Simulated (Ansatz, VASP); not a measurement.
## TiB3: VASP beside Ansatz

File INCAR:

```
SYSTEM = TiB3
PREC = Accurate
ENCUT = 600
EDIFF = 1E-6
ISMEAR = 0
SIGMA = 0.1
LREAL = .FALSE.
LASPH = .TRUE.
NELM = 80
ALGO = Normal
ISIF = 3
LWAVE = .FALSE.
LCHARG = .FALSE.
GGA = PS
IBRION = 2
NSW = 80
EDIFFG = -0.01
```

The input KPOINTS:

```
regular mesh
0
G
  14 14 14
  0 0 0
```

File POSCAR:

```
TiB3
1.0
    3.1591591234      0.0000000000      0.0000000000
    0.0000000000      3.1591591234      0.0000000000
    0.0000000000      0.0000000000      3.1591591234
Ti B
1 3
Direct
    0.0000000000      0.0000000000      0.0000000000
    0.5000000000      0.5000000000      0.0000000000
    0.5000000000      0.0000000000      0.5000000000
    0.0000000000      0.5000000000      0.5000000000
```

Input for Ansatz:

```yaml
crystal:
  lattice:
    - [3.1591591234, 0.0, 0.0]
    - [0.0, 3.1591591234, 0.0]
    - [0.0, 0.0, 3.1591591234]
  atoms:
    - { symbol: Ti, position: [0.0, 0.0, 0.0] }
    - { symbol: B, position: [0.5, 0.5, 0.0] }
    - { symbol: B, position: [0.5, 0.0, 0.5] }
    - { symbol: B, position: [0.0, 0.5, 0.5] }
basis:
  ecutwfc: 420
kpoints:
  mp_grid: { grid: [14, 14, 14] }
hamiltonian:
  xc: pbesol
scf:
  occupations: { method: gaussian, width: 0.1 }
output:
  forces: true
  stress: true
  eigenvalues: true
relax:
  adjacent_minimum: "off"
  f_tol: 0.01
  max_steps: 60
  cell: { stress_tol: 0.1 }
```

Alike in both runs: task relaxation of cell and atoms; functional PBEsol; k mesh 14 × 14 × 14; occupations gaussian, width 0.1 eV; no spin polarisation.

|  | VASP | Ansatz |
| --- | --- | --- |
| version | VASP 6.6.1 | Ansatz 0.2.0 |
| potentials or method | VASP PAW PBE potentials, release 64 (Ti_sv, B), cutoff 600 eV | scalar-relativistic, plane waves, PAW |
| valence electrons in the cell | 21 | 21 |

|  | VASP | Ansatz | Ansatz less VASP |
| --- | --- | --- | --- |
| gap on the k mesh at the Fermi level, each at its own relaxed structure (eV) | none | none | - |
| relaxed volume (Å³/atom) | 7.87 | 7.87 | -0.001 |
| relaxed cell length with the largest relative difference (Å) | 3.158 | 3.158 | -0.0001 |

VASP's potentials were made for PBE, not for PBEsol. A gap of «none» marks a metal or a gap that the smearing closes.
